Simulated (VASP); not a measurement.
# CrO2 in VASP: a series of runs, part 2 of 2

VASP 6.6.1.

## (4) Single point, PBE, collinear spin, ferromagnetic start

This run uses another cell than the first one, of 9.62 Å³/atom.

The input, INCAR:

```
SYSTEM = CrO2
PREC = Accurate
ENCUT = 520
EDIFF = 1E-7
ISMEAR = 0
SIGMA = 0.1
LREAL = .False.
LASPH = .True.
NELM = 150
ALGO = Normal
ISIF = 2
LWAVE = .False.
LCHARG = .False.
ISPIN = 2
MAGMOM = 1.96 1.96 0 0 0 0
LORBIT = 11
LMAXMIX = 4
GGA = PE
NBANDS = 37
```

The input, KPOINTS:

```
Automatic mesh
0
Gamma
  4 4 6
  0 0 0
```

The input, POSCAR:

```
CrO2
1.0
    4.4448053922      0.0000000000      0.0000000000
    0.0000000000      4.4461083604      0.0000000000
    0.0000000000      0.0000000000      2.9204390726
Cr O
2 4
Direct
    0.5000000000      0.5000000000      0.5000000000
    0.0000000000      0.0000000000      0.0000000000
    0.8035211209      0.1963075963      0.5000000000
    0.1964788791      0.8036924037      0.5000000000
    0.6964788791      0.6963075963      0.0000000000
    0.3035211209      0.3036924037      0.0000000000
```

Potentials or basis: VASP PAW PBE potentials, release 64 (Cr_pv, O).

The run is started by

```bash
cat potpaw_PBE.64/Cr_pv/POTCAR potpaw_PBE.64/O/POTCAR > POTCAR
mpirun -np 1 vasp_std > vasp.out
```

OUTCAR:

```text
SYSTEM = CrO2
   PREC = Accurate
   ENCUT = 520
   EDIFF = 1E-7
   ISMEAR = 0
   LREAL = .False.
   LASPH = .True.
   NELM = 150
   ISIF = 2
   ISPIN = 2
   LORBIT = 11
   GGA = PE

 ion  position               nearest neighbor table
   1  0.500  0.500  0.500-   3 1.91   4 1.91   5 1.91   6 1.91   5 1.91   6 1.91
   2  0.000  0.000  0.000-   5 1.91   6 1.91   3 1.91   4 1.91   3 1.91   4 1.91
   3  0.804  0.196  0.500-   1 1.91   2 1.91   2 1.91
   4  0.196  0.804  0.500-   1 1.91   2 1.91   2 1.91
   5  0.696  0.696  0.000-   2 1.91   1 1.91   1 1.91
   6  0.304  0.304  0.000-   2 1.91   1 1.91   1 1.91

  LATTYP: Found a simple orthorhombic cell.
 ALAT       =     2.9204390726
 B/A-ratio  =     1.5219647737
 C/A-ratio  =     1.5224109286

[... 2116 lines left out ...]
      2.22240      2.22305      1.46022        -0.000000      0.000000      0.000000
      0.00000      0.00000      0.00000        -0.000000      0.000000      0.000000
      3.57150      0.87280      1.46022        -0.014699      0.014979      0.000000
      0.87331      3.57330      1.46022         0.014699     -0.014979      0.000000
      3.09571      3.09586      0.00000         0.014699      0.014979     -0.000000
      1.34909      1.35025      0.00000        -0.014699     -0.014979      0.000000
 -----------------------------------------------------------------------------------
    total drift:                               -0.000000      0.000000      0.000000

  FREE ENERGIE OF THE ION-ELECTRON SYSTEM (eV)
  ---------------------------------------------------
  free  energy   TOTEN  =       -50.3514298804 eV

  energy  without entropy=      -50.3425273209  energy(sigma->0) =      -50.34697860

 total charge

# of ion       s       p       d       tot
------------------------------------------
    1        0.362   6.455   4.015  10.832
    2        0.362   6.455   4.015  10.832
    3        1.572   3.458   0.000   5.030
    4        1.572   3.458   0.000   5.030
    5        1.572   3.458   0.000   5.030
    6        1.572   3.458   0.000   5.030
--------------------------------------------------
tot          7.011  26.742   8.029  41.782

 magnetization (x)

# of ion       s       p       d       tot
------------------------------------------
    1        0.024   0.031   2.049   2.105
    2        0.024   0.031   2.049   2.105
    3       -0.003  -0.074   0.000  -0.077
    4       -0.003  -0.074   0.000  -0.077
    5       -0.003  -0.074   0.000  -0.077
    6       -0.003  -0.074   0.000  -0.077
--------------------------------------------------
tot          0.038  -0.235   4.098   3.901
```

OSZICAR:

```text
N       E                     dE             d eps       ncg     rms          rms(c)
DAV:   1     0.579825876339E+03    0.57983E+03   -0.25456E+04  5344   0.144E+03
DAV:   2    -0.171514722462E+02   -0.59698E+03   -0.54717E+03  5622   0.447E+02
DAV:   3    -0.655353748643E+02   -0.48384E+02   -0.47481E+02  5898   0.139E+02
DAV:   4    -0.663488371543E+02   -0.81346E+00   -0.80962E+00  6112   0.187E+01
DAV:   5    -0.663658217154E+02   -0.16985E-01   -0.16877E-01  6745   0.252E+00    0.407E+01
DAV:   6    -0.586182659468E+02    0.77476E+01   -0.83299E+01  6438   0.827E+01    0.400E+01
DAV:   7    -0.529180156374E+02    0.57003E+01   -0.62379E+01  5921   0.837E+01    0.184E+01
DAV:   8    -0.507256527663E+02    0.21924E+01   -0.50146E+00  5929   0.192E+01    0.676E+00
DAV:   9    -0.503313543077E+02    0.39430E+00   -0.84659E-01  6796   0.923E+00    0.235E+00
DAV:  10    -0.503525196513E+02   -0.21165E-01   -0.15817E-01  5613   0.287E+00    0.147E+00
DAV:  11    -0.503543057563E+02   -0.17861E-02   -0.24310E-02  5778   0.172E+00    0.667E-01
DAV:  12    -0.503518501499E+02    0.24556E-02   -0.39605E-03  6199   0.656E-01    0.285E-01
DAV:  13    -0.503514511640E+02    0.39899E-03   -0.11002E-03  6606   0.368E-01    0.797E-02
DAV:  14    -0.503514419658E+02    0.91982E-05   -0.19205E-04  5809   0.921E-02    0.477E-02
DAV:  15    -0.503514320852E+02    0.98806E-05   -0.48067E-05  5839   0.685E-02    0.203E-02
DAV:  16    -0.503514299431E+02    0.21421E-05   -0.89565E-06  6063   0.189E-02    0.109E-02
DAV:  17    -0.503514298169E+02    0.12622E-06   -0.13955E-06  6111   0.118E-02    0.357E-03
DAV:  18    -0.503514298804E+02   -0.63565E-07   -0.23130E-07  4492   0.375E-03
   1 F= -.50351430E+02 E0= -.50346979E+02  d E =-.890256E-02  mag=     4.0000
```

stdout:

```text
POSCAR found type information on POSCAR CrO
 POSCAR found :  2 types and       6 ions
 scaLAPACK will be used
 LDA part: xc-table for (Slater+PW92), standard interpolation
 POSCAR, INCAR and KPOINTS ok, starting setup
 FFT: planning ... GRIDC
 FFT: planning ... GRID_SOFT
 FFT: planning ... GRID
 WAVECAR not read
 entering main loop
```

It took 95 s on 1 thread of Intel Xeon Platinum 8488C (Sapphire Rapids), shared host; peak memory 0.26 GiB.

What came out:

```yaml
Free_energy: -50.3514 eV
Pressure: 0.6 GPa
Largest_force: 0.021 eV/Å
Band_gap_on_the_k_mesh: zero (filled and empty bands overlap)
Net_moment: 4.00 μB per cell
Site_moments: Cr +2.10; O -0.08 μB
Valence_electrons_inside_the_program's_atomic_spheres: Cr 10.83; O 5.03
```

Forces on the atoms (eV/Å):
```
Cr   0.000  0.000  0.000
Cr   0.000  0.000  0.000
O   -0.015  0.015  0.000
O    0.015 -0.015  0.000
O    0.015  0.015  0.000
O   -0.015 -0.015  0.000
```

Caveat: semilocal functionals often make such compounds metallic where correlation or magnetic order opens a gap, which also shifts bond lengths; the run started ferromagnetic, and an antiferromagnetic order may lie lower in energy. With open d or f shells a metallic result of PBE can be an artefact of self-interaction; +U or a hybrid may open a gap.

## (5) Summary

| cell | gap on the mesh (eV) | pressure (GPa) | moment (μB) | largest force (eV/Å) |
| --- | --- | --- | --- | --- |
| a = 4.409, b = 4.409, c = 2.914 Å, 6 atoms, atomic positions A | none | 5.0 | 4.00 | 0.04 |
| a = 4.441, b = 4.441, c = 2.923 Å, 6 atoms, atomic positions B | none | 0.8 | 4.00 | 0.02 |
| a = 4.445, b = 4.446, c = 2.920 Å, 6 atoms, atomic positions C | none | 0.6 | 4.00 | 0.02 |

Alike in all rows: task single point; level PBE; potentials or basis VASP PAW PBE potentials, release 64 (Cr_pv, O); spin collinear, ferromagnetic start; k mesh 4 × 4 × 6; cutoff (eV) 520; smearing gaussian 0.1 eV.

Caveats: semilocal functionals often make such compounds metallic where correlation or magnetic order opens a gap, which also shifts bond lengths; the run started ferromagnetic, and an antiferromagnetic order may lie lower in energy; the cell stands under pressure (at least some runs).

Absolute energies hang on the potentials; compare differences alone.
